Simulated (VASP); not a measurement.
TmSb2Cl2:

```xyz
5
Lattice="4.8537 0.0000 0.0000 0.0000 4.8537 0.0000 0.0000 0.0000 6.5838" Properties=species:S:1:pos:R:3 pbc="T T T"
Tm    0.0000    0.0000    0.0000
Sb    2.4268    2.4268    1.5801
Sb    2.4268    2.4268    5.0037
Cl    0.0000    2.4268    3.2919
Cl    2.4268    0.0000    3.2919
```

The cell was generated, and may not be a known phase.

- Program: VASP 6.6.1
- Task: relaxation of cell and atoms
- Functional: PBE
- Potentials or basis: VASP PAW PBE potentials, release 64 (Tm_3, Sb, Cl), 4f in core
- Cutoff: 500 eV
- k mesh: 4 × 4 × 4
- Occupations: gaussian, width 0.1 eV
- Spin: no spin polarisation

At the start: pressure -2.9 GPa; volume 31.02 Å³/atom.

Q: Where does the relaxation end?

A: Over 10 steps the energy falls by 167.1 meV/atom and the volume is 26.94 Å³/atom (-13.2 %); space group P4/mmm (No. 123, to 0.1 Å) before and after.

The path:
```tsv
step	energy change (eV)	largest force (eV/Å)	pressure (GPa)	volume (Å³)
1	0.0000	1.6199	-2.89	155.10
2	-0.3747	1.4213	-0.29	142.87
3	-0.4364	0.5737	2.48	134.98
4	-0.4424	0.8350	1.73	136.84
5	-0.6381	0.6403	1.29	136.68
6	-0.6449	1.0644	1.27	136.60
7	-0.7909	0.5723	-0.92	139.65
8	-0.7935	0.5204	-1.22	140.12
9	-0.8282	0.2178	-0.50	136.89
10	-0.8355	0.0147	0.05	134.68
```

Final structure:
```
Tm Sb Cl
1.0
     4.39315    0.00000    0.00000
     0.00000    4.39315    0.00000
     0.00000    0.00000    6.97828
Tm Sb Cl
1 2 2
Cartesian
  0.0000 0.0000 0.0000
  2.1966 2.1966 1.4428
  2.1966 2.1966 5.5355
  0.0000 2.1966 3.4891
  2.1966 0.0000 3.4891
```

Caveat: an odd number of electrons without spin polarisation forces a metal; a magnetic or distorted state may lie lower; the run has no spin polarisation, though such a crystal can be magnetic.
